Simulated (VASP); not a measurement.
Write the native input for VASP 6.6.1 that does the following.

- Task: relaxation of cell and atoms
- Functional: PBE
- Potentials or basis: VASP PAW PBE potentials, release 64 (As_d)
- Cutoff: 510 eV
- k mesh: 6 × 6 × 6
- Occupations: gaussian, width 0.1 eV
- Spin: no spin polarisation
- Dipole correction: no
- Further INCAR settings: ALGO = Normal; EDIFF = 1e-07; IBRION = 2; EDIFFG = -0.04; NSW = 90; ISIF = 3

The structure of As lies in POSCAR:

```
As
1.0
    0.0000000000      2.7424906175      4.3525514185
    1.9237318234      0.0000000000      4.3525514185
    1.9237318234      2.7424906175      0.0000000000
As
2
Direct
    0.0871000000      0.0871000000      0.9129000000
    0.9129000000      0.9129000000      0.0871000000
```

These files were run (other wordings do the same):

INCAR

```
  ALGO = Normal
  EDIFF = 1E-7
  EDIFFG = -0.04
  ENCUT = 510
  GGA = PE
  GGA_COMPAT = False
  IBRION = 2
  ISIF = 3
  ISMEAR = 0
  LASPH = True
  LCHARG = False
  LREAL = False
  LWAVE = False
  NELM = 120
  NELMIN = 4
  NSW = 90
  PREC = Accurate
  SIGMA = 0.1
```

KPOINTS

```
k-points
0
Gamma
  6 6 6
```

Potentials or basis: VASP PAW PBE potentials, release 64 (As_d).

Command:

```console
$ cat potpaw_PBE.64/As_d/POTCAR > POTCAR
$ mpirun -np 1 vasp_std > vasp.out
```

Results of the run:

- Relaxed volume: 23.20 Å³/atom
- Relaxed cell: a = 5.887 Å, b = 5.595 Å, c = 3.057 Å, α = 79.92°, β = 69.34°, γ = 30.74°
- Space group after relaxing (to 0.1 Å): Fmmm (No. 69)
- Pressure after relaxing: 0.0 GPa
- Largest force after relaxing: 0.032 eV/Å
- Band gap on the k mesh: zero (bands 15 and 16 overlap by 5.50 eV)

Caveat: a cell axis changed by over 15 % at a fixed basis, so the end point is rough.

It took 15 min on 1 thread of AMD EPYC 9R45 96-Core Processor (Zen 5), on a shared host, peak memory 0.19 GiB.
